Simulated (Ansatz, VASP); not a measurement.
One calculation of Y, two programs

```xyz
1
Lattice="3.5143 0.0000 0.0000 1.7572 3.0435 0.0000 1.7572 1.0145 2.8694" Properties=species:S:1:pos:R:3 pbc="T T T"
Y     0.0000    0.0000    0.0000
```

Alike in both runs: task single point; functional PBEsol; k mesh 8 × 8 × 8; occupations fermi-dirac, width 0.05 eV; no spin polarisation.

```csv
,VASP,Ansatz
version,VASP 6.6.1,Ansatz 0.2.0
potentials or method,"VASP PAW PBE potentials, release 64 (Y_sv)","plane waves, PAW"
plane-wave cutoff (eV),520,420
valence electrons in the cell,11,11
```

Ansatz gave:

```
pressure (GPa) : 0.2
```

**Question.** Estimate VASP's values.

**Answer.** Pressure (GPa): 0.0.

VASP's potentials were made for PBE, not for PBEsol.
